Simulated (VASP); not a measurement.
Here is a VASP 6.6.1 calculation.

Contents of INCAR:

```
SYSTEM = MoS2
ALGO = Normal ; EDIFF = 1E-7
ENCUT = 520 ; GGA = PS
ISIF = 2 ; ISMEAR = 0
LASPH = .True. ; LCHARG = .True.
LELF = .True. ; LREAL = .False.
LVHAR = .True. ; LWAVE = .False.
NBANDS = 20 ; NELM = 80
PREC = Accurate ; SIGMA = 0.1
```

File KPOINTS:

```
k-points
0
Gamma
  18 18 8
  0 0 0
```

POSCAR

```
MoS2
1.0
    3.1389340809      0.0000000000      0.0000000000
   -1.5694670405      2.7183966549      0.0000000000
    0.0000000000      0.0000000000      6.3175028590
Mo S
1 2
Direct
    0.0000000000      0.0000000000      0.5000000000
    0.3333333333      0.6666666667      0.2482272825
    0.6666666667      0.3333333333      0.7517727175
```

Potentials or basis: VASP PAW PBE potentials, release 64 (Mo_sv, S).

Command:

```console
$ cat potpaw_PBE.64/Mo_sv/POTCAR potpaw_PBE.64/S/POTCAR > POTCAR
$ mpirun -np 1 vasp_std > vasp.out
```

Problem. Predict the pressure.

Solution. -0.5 GPa.

Problem. Estimate the band gap on the k mesh.

Solution. Zero (bands 13 and 14 overlap by 0.93 eV).

Caveat: the PAW data sets were made with another functional, which shifts forces and pressure a little; this functional lacks dispersion, which binds the layers, so the pressure and a relaxed spacing across them are unreliable.
